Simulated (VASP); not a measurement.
Bi:

```
CELL_PARAMETERS angstrom
0.00000 2.53482 2.53482
2.53482 0.00000 2.53482
2.53482 2.53482 0.00000
ATOMIC_POSITIONS crystal
Bi 0.00000 0.00000 0.00000
```

This isn't the form of Bi at room conditions, which is rhombohedral.

Base run:

```yaml
Program: VASP 6.6.1
Functional: r2SCAN
Potentials_or_basis: VASP PAW PBE potentials, release 64 (Bi_d)
Cutoff: 550 eV
k_mesh: 6 × 6 × 6
Occupations: gaussian, width 0.1888 eV
Spin: no spin polarisation
```

Its results: band gap on the k mesh zero (an odd number of electrons rules out a gap without spin polarisation); pressure -2.3 GPa.

The run is repeated on the same cell with these changes: functional from r2SCAN to revPBE; cutoff from 550 eV to 500 eV; k mesh from 6 × 6 × 6 to 9 × 9 × 9. What comes out?

Band gap on the k mesh zero (an odd number of electrons rules out a gap without spin polarisation); pressure -0.5 GPa.

Several settings changed at once.

Caveats: the PAW data sets were made with another functional, which shifts forces and pressure a little; spin-orbit coupling is left out, which moves the levels of the heavy elements.
